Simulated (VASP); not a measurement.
# Si4O in VASP: a series of runs

Runs on Si4O. Level: PBE+D3(BJ). Tasks: single point.

Everything below comes from runs of VASP 6.6.1. Logs are shortened: lines on timing, memory, paths and dates and some standing lists are left out, and cuts for length are marked.

## (1) The cell of the first run

The cell holds a slab with vacuum, 5 atoms: a = 3.833 Å, b = 3.833 Å, c = 21.203 Å, α = 90.00°, β = 90.00°, γ = 90.00°.

## (2) Single point, PBE+D3(BJ), collinear spin, ferromagnetic start

INCAR

```
PREC = Accurate
ENCUT = 520
EDIFF = 1E-6
ISMEAR = 0
SIGMA = 0.05
LREAL = False
LASPH = True
NELM = 150
ALGO = Normal
ISIF = 2
LWAVE = False
LCHARG = True
ISPIN = 2
MAGMOM = 0 0 0 0 2
LORBIT = 11
LDIPOL = True
IDIPOL = 3
DIPOL = 0.5 0.5 0.329
GGA = PE
IVDW = 12
LELF = True
LVHAR = True
LVACPOTAV = True
NBANDS = 23
```

KPOINTS

```
regular mesh
0
Gamma
  7 7 1
```

POSCAR

```
Si4O
1.0
    3.8333442603      0.0000000000      0.0000000000
    0.0000000000      3.8333442603      0.0000000000
    0.0000000000      0.0000000000     21.2034818054
Si O
4 1
Direct
    0.0000000000      0.5000000000      0.1886482624
    0.0000000000      0.0000000000      0.2525666261
    0.5000000000      0.0000000000      0.3191936744
    0.5000000000      0.5000000000      0.3821769405
    1.0000000000      0.8750000000      0.5000821046
```

Potentials or basis: VASP PAW PBE potentials, release 64 (Si, O).

Launch:

```sh
$ cat potpaw_PBE.64/Si/POTCAR potpaw_PBE.64/O/POTCAR > POTCAR
$ mpirun -np 1 vasp_std > vasp.out
```

OUTCAR:

```text
PREC = Accurate
   ENCUT = 520
   EDIFF = 1E-6
   ISMEAR = 0
   LREAL = False
   LASPH = True
   NELM = 150
   ISIF = 2
   ISPIN = 2
   LORBIT = 11
   GGA = PE
   IVDW = 12
 IVDW          = 12

 ion  position               nearest neighbor table
   1  0.000  0.500  0.189-   2 2.35   2 2.35
   2  0.000  0.000  0.253-   1 2.35   1 2.35   3 2.38   3 2.38
   3  0.500  0.000  0.319-   4 2.34   4 2.34   2 2.38   2 2.38
   4  0.500  0.500  0.382-   3 2.34   3 2.34
   5  0.000  0.875  0.500-

  LATTYP: Found a simple tetragonal cell.
 ALAT       =     3.8333442603
 C/A-ratio  =     5.5313273125

  Lattice vectors:

 A1 = (   3.8333442603,   0.0000000000,   0.0000000000)
 A2 = (   0.0000000000,   3.8333442603,   0.0000000000)
 A3 = (   0.0000000000,   0.0000000000,  21.2034818054)

Analysis of symmetry for initial positions (statically):
=====================================================================
 Subroutine PRICEL returns:
 Original cell was already a primitive cell.

 Routine SETGRP: Setting up the symmetry group for a
 simple tetragonal supercell.

 Subroutine GETGRP returns: Found  2 space group operations
 (whereof  2 operations were pure point group operations)
 out of a pool of 16 trial point group operations.

The static configuration has the point symmetry C_1h.

Analysis of symmetry for dynamics (positions and initial velocities):
=====================================================================
 Subroutine PRICEL returns:
 Original cell was already a primitive cell.

 Routine SETGRP: Setting up the symmetry group for a
 simple tetragonal supercell.

 Subroutine GETGRP returns: Found  2 space group operations
 (whereof  2 operations were pure point group operations)
 out of a pool of 16 trial point group operations.

The dynamic configuration has the point symmetry C_1h.

Analysis of structural, dynamic, and magnetic symmetry:
=====================================================================
 Subroutine PRICEL returns:
 Original cell was already a primitive cell.

 Routine SETGRP: Setting up the symmetry group for a
 simple tetragonal supercell.

 Subroutine GETGRP returns: Found  2 space group operations
 (whereof  2 operations were pure point group operations)
 out of a pool of 16 trial point group operations.

The overall configuration has the point symmetry C_1h.

 Subroutine INISYM returns: Found  2 space group operations
 (whereof  2 operations are pure point group operations),
 and found     1 'primitive' translations

----------------------------------------------------------------------------------------

                                     Primitive cell

  volume of cell :     311.5752

  direct lattice vectors                    reciprocal lattice vectors
     3.833344260  0.000000000  0.000000000     0.260868822  0.000000000  0.000000000
     0.000000000  3.833344260  0.000000000     0.000000000  0.260868822  0.000000000
     0.000000000  0.000000000 21.203481805     0.000000000  0.000000000  0.047162066

  length of vectors
     3.833344260  3.833344260 21.203481805     0.260868822  0.260868822  0.047162066

  position of ions in fractional coordinates (direct lattice)
     0.000000000  0.500000000  0.188648262
     0.000000000  0.000000000  0.252566626
     0.500000000  0.000000000  0.319193674
     0.500000000  0.500000000  0.382176941
     0.000000000  0.875000000  0.500082105

  ion indices of the primitive-cell ions
   primitive index   ion index
                 1           1
                 2           2
                 3           3
                 4           4
                 5           5

----------------------------------------------------------------------------------------

 KPOINTS: regular mesh

Automatic generation of k-mesh.
 Grid dimensions read from file:
 generate k-points for:    7    7    1

 Generating k-lattice:

  Cartesian coordinates                     Fractional coordinates (reciprocal lattice)
     0.037266975  0.000000000  0.000000000     0.142857143  0.000000000  0.000000000
     0.000000000  0.037266975  0.000000000     0.000000000  0.142857143  0.000000000
     0.000000000  0.000000000  0.047162066     0.000000000  0.000000000  1.000000000

  Length of vectors
     0.037266975  0.037266975  0.047162066

  Shift w.r.t. Gamma in fractional coordinates (k-lattice)
     0.000000000  0.000000000  0.000000000

 Subroutine IBZKPT returns following result:
 ===========================================

 Found     16 irreducible k-points:

 Following reciprocal coordinates:
            Coordinates               Weight
  0.000000  0.000000  0.000000      1.000000
  0.142857  0.000000  0.000000      2.000000
  0.000000  0.142857  0.000000      2.000000
  0.285714  0.000000  0.000000      2.000000
  0.000000  0.285714  0.000000      2.000000
  0.428571  0.000000  0.000000      2.000000
[... 8 lines left out ...]
 -0.285714  0.428571  0.000000      4.000000
  0.428571  0.428571  0.000000      4.000000
   k-points           NKPTS =     16   k-points in BZ     NKDIM =     16   number of bands    NBANDS=     23
   number of dos      NEDOS =    301   number of ions     NIONS =      5
   total plane-waves  NPLWV = 144000
   dimension x,y,z NGX =    30 NGY =   30 NGZ =  160
   dimension x,y,z NGXF=    60 NGYF=   60 NGZF=  320
   ions per type =               4   1
   NGX,Y,Z   is equivalent  to a cutoff of  13.01, 13.01, 12.54 a.u.
   NGXF,Y,Z  is equivalent  to a cutoff of  26.02, 26.02, 25.09 a.u.
 SYSTEM =  unknown system
   PREC   = accura    normal or accurate (medium, high low for compatibility)
   ISTART =      0    job   : 0-new  1-cont  2-samecut
   ICHARG =      2    charge: 1-file 2-atom 10-const
   ISPIN  =      2    spin polarized calculation?
   LNONCOLLINEAR =      F non collinear calculations
   LSORBIT =      F    spin-orbit coupling
   LASPH  =      T    aspherical Exc in radial PAW
   ENCUT  =  520.0 eV  38.22 Ry    6.18 a.u.   7.13  7.13 39.42*2*pi/ulx,y,z
   NELM   =    150;   NELMIN=  2; NELMDL= -5     # of ELM steps
   EDIFF  = 0.1E-05   stopping-criterion for ELM
   LREAL  =      F    real-space projection
   EDIFFG = 0.1E-04   stopping-criterion for IOM
   NSW    =      0    number of steps for IOM
   IBRION =     -1    ionic relax: 0-MD 1-quasi-New 2-CG
   NFREE  =      0    steps in history (QN), initial steepest desc. (CG)
   ISIF   =      2    stress and relaxation
   ISYM   =      2    0-nonsym 1-usesym 2-fastsym
   POTIM  = 0.5000    time-step for ionic-motion
   TEBEG  =    0.0;   TEEND  =   0.0 temperature during run
   PSTRESS=    0.0 pullay stress
   NELECT =      22.0000    total number of electrons
   NUPDOWN=      -1.0000    fix difference up-down
   EMIN   =  10.00;   EMAX   =-10.00  energy-range for DOS
   EFERMI =   0.00;   METHOD = LEGACY
   ISMEAR =     0;   SIGMA  =   0.05  broadening in eV -4-tet -1-fermi 0-gaus
   EFERMI_NEDOS =   21; number of points for ismear=-14 and -15
   IALGO  =     38    algorithm
   IMIX   =      4    mixing-type and parameters
     AMIX     =   0.40;   BMIX     =  1.00
     AMIX_MAG =   1.60;   BMIX_MAG =  1.00
  volume/ion in A,a.u.               =      62.32       420.52
  Fermi-wavevector in a.u.,A,eV,Ry     =   0.676646  1.278675  6.229423  0.457850
  Thomas-Fermi vector in A             =   1.754020
   LORBIT       =     11    0 simple, 1 ext, 2 COOP (PROOUT), +10 PAW based schemes
   GGA     = PE    functional components
   LHFCALC =     F    Hartree Fock is set to
   AEXX    =    0.0000 exact exchange contribution
   IVDW    =    12    specifies the selected vdW correction
   LEPSILON=     F    determine dielectric tensor
   LRPA    =     F    only Hartree local field effects (RPA)
 spin polarized calculation
 Gauss-broadening in eV      SIGMA  =   0.05
  energy-cutoff  :      520.00
  volume of cell :      311.58
 maximum number of plane-waves:      8422
 NGX is ok and might be reduce to    30
   NGX = 15   NGY = 15   NGZ = 79

 dipolmoment           0.000000      0.000000     -0.000017 electrons x Angstroem

 number of electron      21.9999997 magnetization       2.0526292

 dipolmoment           0.000000      0.000000      0.173104 electrons x Angstroem

 Free energy of the ion-electron system (eV)
  ---------------------------------------------------
  ext. energy  EPLUGINS =         0.00000000
  ---------------------------------------------------
  free energy    TOTEN  =       -20.31479782 eV

  energy without entropy =      -20.30848173  energy(sigma->0) =      -20.31163977

 E-fermi :  -3.0422     XC(G=0):  -3.8013

 val. band max:       -3.0454590500   @ k =   0.0000   0.4286   0.0000
 cond. band min:      -3.0097675624   @ k =   0.0000   0.2857   0.0000
 fundamental gap:      0.0356914876
 Fermi energy:        -3.0422164720

 spin component 1

 k-point     1 :       0.0000    0.0000    0.0000
  band No.  band energies     occupation
      1     -20.7555      1.00000
      2     -13.9400      1.00000
      3     -11.7941      1.00000
      4      -8.4593      1.00000
      5      -6.3363      1.00000
      6      -5.8408      1.00000
[... 15 lines left out ...]
     22       3.7566      0.00000
     23       4.4216      0.00000

 k-point     2 :       0.1429    0.0000    0.0000
  band No.  band energies     occupation
      1     -20.7507      1.00000
      2     -13.7793      1.00000
      3     -11.7441      1.00000
      4      -8.3668      1.00000
      5      -6.3326      1.00000
      6      -6.0240      1.00000
[... 15 lines left out ...]
     22       3.8592      0.00000
     23       3.9616      0.00000
[... 336 lines left out ...]
     22       4.6986      0.00000
     23       5.5478      0.00000

 k-point    16 :       0.4286    0.4286    0.0000
  band No.  band energies     occupation
      1     -20.7087      1.00000
      2     -11.1770      1.00000
      3     -10.3686      1.00000
      4      -9.6058      1.00000
      5      -9.1437      1.00000
      6      -6.5543      1.00000
[... 15 lines left out ...]
     22       5.6829      0.00000
     23       6.1510      0.00000
 Fermi energy:        -3.0422164720

 spin component 2

 k-point     1 :       0.0000    0.0000    0.0000
  band No.  band energies     occupation
      1     -17.6971      1.00000
      2     -13.8937      1.00000
      3     -11.7314      1.00000
      4      -8.3842      1.00000
      5      -4.9515      1.00000
      6      -4.7074      1.00000
[... 15 lines left out ...]
     22       3.8828      0.00000
     23       4.5250      0.00000

 k-point     2 :       0.1429    0.0000    0.0000
  band No.  band energies     occupation
      1     -17.6900      1.00000
      2     -13.7325      1.00000
      3     -11.6823      1.00000
      4      -8.2930      1.00000
      5      -5.9578      1.00000
      6      -4.8371      1.00000
[... 15 lines left out ...]
     22       3.9533      0.00000
     23       4.0452      0.00000
[... 336 lines left out ...]
     22       4.7287      0.00000
     23       5.6727      0.00000

 k-point    16 :       0.4286    0.4286    0.0000
  band No.  band energies     occupation
      1     -17.6305      1.00000
      2     -11.1409      1.00000
      3     -10.3205      1.00000
      4      -9.5129      1.00000
      5      -9.0983      1.00000
      6      -6.1763      1.00000
[... 15 lines left out ...]
     22       5.7880      0.00000
     23       6.2322      0.00000

------------------------ aborting loop because EDIFF is reached ----------------------------------------

 Edisp (eV)   -0.99233

 E8    (eV) :    -0.4233

  FORCE on cell =-STRESS in cart. coord.  units (eV):
  Direction    XX          YY          ZZ          XY          YZ          ZX
  --------------------------------------------------------------------------------------
  -------------------------------------------------------------------------------------
  Total      -4.39363    -1.34031    -1.74725     0.00000    -0.50877     0.00000
  in kB     -22.59286    -6.89214    -8.98470     0.00000    -2.61619     0.00000
  external pressure =      -12.82 kB  Pullay stress =        0.00 kB

 VOLUME and BASIS-vectors are now :
 -----------------------------------------------------------------------------
  energy-cutoff  :      520.00
  volume of cell :      311.58
      direct lattice vectors                 reciprocal lattice vectors
     3.833344260  0.000000000  0.000000000     0.260868822  0.000000000  0.000000000
     0.000000000  3.833344260  0.000000000     0.000000000  0.260868822  0.000000000
     0.000000000  0.000000000 21.203481805     0.000000000  0.000000000  0.047162066

 POSITION                                       TOTAL-FORCE (eV/Angst)
 -----------------------------------------------------------------------------------
      0.00000      1.91667      4.00000         0.000000      0.027482      0.024144
      0.00000      0.00000      5.35529         0.000000      0.015000      0.120878
      1.91667      0.00000      6.76802         0.000000     -0.078583     -0.063981
      1.91667      1.91667      8.10348         0.000000      0.219661      0.466166
      0.00000      3.35418     10.60348         0.000000     -0.183560     -0.547207
 -----------------------------------------------------------------------------------
    total drift:                                0.000000      0.000122      0.000067

  FREE ENERGIE OF THE ION-ELECTRON SYSTEM (eV)
  ---------------------------------------------------
  free  energy   TOTEN  =       -21.3071241894 eV

  energy  without entropy=      -21.3008081070  energy(sigma->0) =      -21.30396615

 vacuum level on the upper side and lower side of the slab         4.481         2.349

 total charge

# of ion       s       p       d       tot
------------------------------------------
    1        0.863   0.721   0.000   1.584
    2        0.776   0.892   0.000   1.668
    3        0.776   0.899   0.000   1.675
    4        0.870   0.693   0.000   1.563
    5        1.619   2.960   0.000   4.579
--------------------------------------------------
tot          4.905   6.165   0.000  11.069

 magnetization (x)

# of ion       s       p       d       tot
------------------------------------------
    1        0.000   0.004   0.000   0.004
    2        0.002   0.004   0.000   0.006
    3        0.003   0.012   0.000   0.015
    4        0.022   0.060   0.000   0.083
    5        0.015   1.400   0.000   1.415
--------------------------------------------------
tot          0.042   1.480   0.000   1.522
```

It took 7.2 min on 1 thread of Intel Xeon 6975P-C (Granite Rapids), shared host; peak memory 0.59 GiB.

Results:

```yaml
Free_energy: -21.3071 eV
Largest_force: 0.577 eV/Å
Net_moment: 2.05 μB per cell
Site_moments: Si +0.00, +0.01, +0.08 (each value once); O +1.42 μB
Valence_electrons_inside_the_program's_atomic_spheres: Si 1.58, 1.67, 1.68, 1.56; O 4.58
Dispersion_energy_per_atom: -0.198 eV
```

Forces on the atoms (eV/Å):
```
Si   0.000  0.027  0.024
Si   0.000  0.015  0.121
Si   0.000 -0.079 -0.064
Si   0.000  0.220  0.466
O    0.000 -0.184 -0.547
```

## (3) Single point, PBE+D3(BJ), collinear spin, ferromagnetic start

INCAR

```
PREC = Accurate
ENCUT = 520
EDIFF = 1E-7
ISMEAR = 0
SIGMA = 0.05
LREAL = F
LASPH = T
NELM = 150
ALGO = Normal
ISIF = 2
LWAVE = F
LCHARG = T
ISPIN = 2
MAGMOM = 0 0 0 0 2
LORBIT = 11
LDIPOL = T
IDIPOL = 3
DIPOL = 0.5 0.5 0.329
GGA = PE
IVDW = 12
LELF = T
LVHAR = T
LVACPOTAV = T
NBANDS = 23
```

KPOINTS

```
Automatic mesh
0
Gamma
  7 7 1
```

POSCAR: that of step 2 with these lines changed.

```diff
@@ -12,2 +12,2 @@
     0.5000000000      0.5000000000      0.3821769405
-    1.0000000000      0.8750000000      0.5000821046
+    0.7500000000      1.0000000000      0.5000821046
```

Potentials or basis: VASP PAW PBE potentials, release 64 (Si, O).

Launch:

```sh
$ cat potpaw_PBE.64/Si/POTCAR potpaw_PBE.64/O/POTCAR > POTCAR
$ mpirun -np 1 vasp_std > vasp.out
```

OUTCAR:

```text
PREC = Accurate
   ENCUT = 520
   EDIFF = 1E-7
   ISMEAR = 0
   LREAL = F
   LASPH = T
   NELM = 150
   ISIF = 2
   ISPIN = 2
   LORBIT = 11
   GGA = PE
   IVDW = 12
 IVDW          = 12

 ion  position               nearest neighbor table
   1  0.000  0.500  0.189-   2 2.35   2 2.35
   2  0.000  0.000  0.253-   1 2.35   1 2.35   3 2.38   3 2.38
   3  0.500  0.000  0.319-   4 2.34   4 2.34   2 2.38   2 2.38
   4  0.500  0.500  0.382-   3 2.34   3 2.34
   5  0.750  0.000  0.500-

  LATTYP: Found a simple tetragonal cell.
 ALAT       =     3.8333442603
[... 1063 lines left out ...]
     0.000000000  0.000000000 21.203481805     0.000000000  0.000000000  0.047162066

 POSITION                                       TOTAL-FORCE (eV/Angst)
 -----------------------------------------------------------------------------------
      0.00000      1.91667      4.00000         0.032236      0.000000      0.072240
      0.00000      0.00000      5.35529        -0.018071      0.000000      0.110970
      1.91667      0.00000      6.76802         0.028277      0.000000     -0.093128
      1.91667      1.91667      8.10348         0.107035      0.000000      0.610250
      2.87501      0.00000     10.60348        -0.149477      0.000000     -0.700331
 -----------------------------------------------------------------------------------
    total drift:                               -0.000032     -0.000000      0.000022

  FREE ENERGIE OF THE ION-ELECTRON SYSTEM (eV)
  ---------------------------------------------------
  free  energy   TOTEN  =       -21.2612215960 eV

  energy  without entropy=      -21.2488866408  energy(sigma->0) =      -21.25505412

 vacuum level on the upper side and lower side of the slab         4.379         2.344

 total charge

# of ion       s       p       d       tot
------------------------------------------
    1        0.864   0.721   0.000   1.584
    2        0.775   0.893   0.000   1.668
    3        0.777   0.894   0.000   1.671
    4        0.864   0.695   0.000   1.559
    5        1.621   2.956   0.000   4.577
--------------------------------------------------
tot          4.901   6.158   0.000  11.060

 magnetization (x)

# of ion       s       p       d       tot
------------------------------------------
    1        0.003   0.020   0.000   0.023
    2        0.002   0.006   0.000   0.008
    3        0.005   0.023   0.000   0.028
    4        0.026   0.058   0.000   0.084
    5        0.014   1.412   0.000   1.426
--------------------------------------------------
tot          0.049   1.519   0.000   1.568
```

OSZICAR:

```text
N       E                     dE             d eps       ncg     rms          rms(c)
DAV:   1     0.107691083962E+03    0.10769E+03   -0.70463E+03  1472   0.685E+02
DAV:   2    -0.575060337246E+01   -0.11344E+03   -0.10848E+03  2102   0.130E+02
DAV:   3    -0.217780894950E+02   -0.16027E+02   -0.15205E+02  1897   0.464E+01
[... 38 lines left out ...]
DAV:  42    -0.202696330773E+02   -0.10230E-05   -0.17762E-08  1520   0.533E-04    0.628E-04
DAV:  43    -0.202696340345E+02   -0.95720E-06   -0.11475E-08  1549   0.442E-04    0.417E-04
DAV:  44    -0.202696348499E+02   -0.81548E-06   -0.87251E-09  1424   0.399E-04    0.180E-04
DAV:  45    -0.202696351902E+02   -0.34027E-06   -0.57113E-09  1405   0.306E-04    0.397E-05
DAV:  46    -0.202696352369E+02   -0.46743E-07   -0.18856E-09  1458   0.186E-04
   1 F= -.21261222E+02 E0= -.21255054E+02  d E =-.123350E-01  mag=     2.1261
```

Wall time 10 min (1 thread of Oxide Virtual Turin-like, shared host); peak memory 0.55 GiB.

Results:

```
Free energy                                           : -21.2612 eV
Largest force                                         : 0.716 eV/Å
Net moment                                            : 2.13 μB per cell
Site moments                                          : Si +0.02, +0.01, +0.03, +0.08; O +1.43 μB
Valence electrons inside the program's atomic spheres : Si 1.58, 1.67, 1.56 (each value once); O 4.58
Dispersion energy per atom                            : -0.198 eV
```

Forces in eV/Å, atoms in the order of the input:
```
Si   0.032  0.000  0.072
Si  -0.018  0.000  0.111
Si   0.028  0.000 -0.093
Si   0.107  0.000  0.610
O   -0.149  0.000 -0.700
```
